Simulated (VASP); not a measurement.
P:

```
P
1.0
     1.65820   -5.24200    0.00000
     1.65820    5.24200    0.00000
     0.00000    0.00000    4.37930
P
4
Direct
  0.89838 0.10162 0.08068
  0.60162 0.39838 0.58068
  0.10162 0.89838 0.91932
  0.39838 0.60162 0.41932
```

- Program: VASP 6.6.1
- Task: relaxation of cell and atoms
- Functional: LDA
- Potentials or basis: VASP PAW LDA potentials, release 64 (P)
- Cutoff: 500 eV
- k mesh: 8 × 8 × 6
- Occupations: methfessel-paxton, width 0.02 eV
- Spin: no spin polarisation

At the start: pressure -2.6 GPa; volume 19.03 Å³/atom.

How do energy, volume and symmetry change on relaxing?

Over 11 steps the energy falls by 13.1 meV/atom and the volume is 17.32 Å³/atom (-9.0 %); space group Cmce (No. 64, to 0.1 Å) before and after.

Step by step:
| step | energy change (eV) | largest force (eV/Å) | pressure (GPa) | volume (Å³) |
| --- | --- | --- | --- | --- |
| 1 | 0.0000 | 0.0586 | -2.60 | 76.13 |
| 2 | -0.0125 | 0.3866 | 1.44 | 72.78 |
| 3 | -0.0193 | 0.2152 | -0.15 | 74.00 |
| 4 | -0.0265 | 0.1530 | -0.15 | 73.37 |
| 5 | -0.0330 | 0.1813 | -0.05 | 71.80 |
| 6 | -0.0369 | 0.1488 | -0.04 | 71.43 |
| 7 | -0.0430 | 0.0866 | 0.02 | 70.56 |
| 8 | -0.0439 | 0.1471 | 0.17 | 68.83 |
| 9 | -0.0450 | 0.0965 | 0.14 | 69.57 |
| 10 | -0.0507 | 0.0514 | 0.10 | 69.42 |
| 11 | -0.0526 | 0.0096 | 0.08 | 69.30 |

Final structure:
```cif
data_structure
_symmetry_space_group_name_H-M 'P 1'
_symmetry_Int_Tables_number 1
_cell_length_a 5.3322
_cell_length_b 5.3322
_cell_length_c 4.1449
_cell_angle_alpha 90.000
_cell_angle_beta 90.000
_cell_angle_gamma 143.983
_cell_volume 69.30
loop_
_atom_site_label
_atom_site_type_symbol
_atom_site_fract_x
_atom_site_fract_y
_atom_site_fract_z
_atom_site_occupancy
P1 P 0.89356 0.10644 0.07172 1
P2 P 0.60644 0.39356 0.57172 1
P3 P 0.10644 0.89356 0.92828 1
P4 P 0.39356 0.60644 0.42828 1
```
